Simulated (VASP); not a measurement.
# LaAg: single point with LDA

Crystal: LaAg.

```xyz
2
Lattice="3.7303 0.0000 0.0000 0.0000 3.7303 0.0000 0.0000 0.0000 3.7403" Properties=species:S:1:pos:R:3 pbc="T T T"
La    1.8651    1.8651    1.8702
Ag    0.0000    0.0000    0.0000
```

```yaml
Program: VASP 6.6.1
Task: single point
Functional: LDA
Potentials_or_basis: VASP PAW LDA potentials, release 64 (La, Ag)
Cutoff: 520 eV
k_mesh: 8 × 8 × 8
Occupations: methfessel-paxton, width 0.1 eV
Spin: no spin polarisation
Dipole_correction: no
Further_INCAR_settings: ALGO = Normal; EDIFF = 1e-06; NBANDS = 18
```

```yaml
Pressure: -1.4 GPa
Band_gap_on_the_k_mesh: zero (bands 11 and 12 overlap by 2.65 eV)
```

Levels at points of the mesh, in eV from the Fermi level:
```csv
k point,band 8,band 9,band 10,band 11,band 12,band 13,band 14,band 15
"(0.00, 0.00, 0.00)",-4.80,-4.80,-4.80,0.14,0.15,1.50,1.51,1.51
"(0.50, 0.00, 0.00)",-4.76,-4.75,-2.30,-1.78,-0.21,1.33,1.36,1.48
"(0.50, 0.50, 0.00)",-5.12,-4.39,-2.72,0.83,0.83,0.90,1.48,1.52
"(0.00, 0.00, 0.50)",-4.77,-4.74,-2.31,-1.79,-0.22,1.37,1.37,1.48
"(0.50, 0.00, 0.50)",-5.11,-4.39,-2.74,0.83,0.83,0.88,1.49,1.52
"(0.50, 0.50, 0.50)",-4.38,-4.37,-1.83,-1.82,-1.82,-0.02,1.55,1.55
```

It took 56 s on 1 thread of AMD EPYC 7R43 64-Core Processor (Zen 3) (shared host), peak memory 0.19 GiB.

Caveat: spin-orbit coupling is left out, which moves the levels of the heavy elements.
